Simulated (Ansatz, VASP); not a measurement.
## Two plane-wave programs on AlCu

```
Al Cu
1.0
     2.99751    0.01873    0.00000
     0.01873    2.99751    0.00000
     0.00000    0.00000    2.99751
Al Cu
1 1
Direct
  0.00000 0.00000 0.00000
  0.50000 0.50000 0.50000
```

Change from the starting cell: strain +0.0125 x Voigt [0, 0, 0, 0, 0, 1], atoms carried along.

Alike in both runs: task single point; functional r2SCAN; k mesh 16 × 16 × 16; occupations gaussian, width 0.15 eV; no spin polarisation.

|  | VASP | Ansatz |
| --- | --- | --- |
| version | VASP 6.6.1 | Ansatz 0.2.0 |
| potentials or method | VASP PAW PBE potentials, release 64 (Al, Cu), cutoff 520 eV | scalar-relativistic, plane waves, PAW |
| valence electrons in the cell | 14 | 22 |

Ansatz gave:

* gap on the k mesh at the Fermi level (eV): none
* pressure (GPa): -4.9
* traceless stress, the component that is largest in VASP (GPa): -0.43

Question: What did VASP give for the same quantities?

Answer: gap on the k mesh at the Fermi level (eV): none; pressure (GPa): -4.8; traceless stress, the component that is largest in VASP (GPa): -0.43.

VASP's potentials were made for PBE, not for r2SCAN. A gap of «none» marks a metal or a gap that the smearing closes. The functional is the same, so the differences come from potentials, cutoffs and numerics. VASP's potentials hold 14 valence electrons a cell and Ansatz's 22, so a difference there can come from the potentials and not from the codes.
